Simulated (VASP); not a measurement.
Ca:

```
Ca
1.0
     0.00000    2.79420    2.79420
     2.79420    0.00000    2.79420
     2.79420    2.79420    0.00000
Ca
1
Cartesian
  0.0000 0.0000 0.0000
```

```yaml
Program: VASP 6.6.1
Task: relaxation of cell and atoms
Functional: PBE
Dispersion: D3(BJ)
Potentials_or_basis: VASP PAW PBE potentials, release 64 (Ca_sv)
Cutoff: 600 eV
k_mesh: 8 × 8 × 8
Occupations: fermi-dirac, width 0.05 eV
Spin: no spin polarisation
```

At the start: pressure -1.3 GPa; volume 43.63 Å³/atom.

Problem. Where does the relaxation end?

Solution. Over 3 steps the energy falls by 15.0 meV/atom and the volume is 40.26 Å³/atom (-7.7 %); space group Fm-3m (No. 225, to 0.1 Å) before and after.

The path:
| step | energy change (eV) | largest force (eV/Å) | pressure (GPa) | volume (Å³) |
| --- | --- | --- | --- | --- |
| 1 | 0.0000 | 0.0000 | -1.32 | 43.63 |
| 2 | -0.0130 | 0.0000 | -0.52 | 41.40 |
| 3 | -0.0150 | 0.0000 | -0.04 | 40.26 |

Final structure:
```xyz
1
Lattice="0.0000 2.7204 2.7204 2.7204 0.0000 2.7204 2.7204 2.7204 0.0000" Properties=species:S:1:pos:R:3 pbc="T T T"
Ca    0.0000    0.0000    0.0000
```
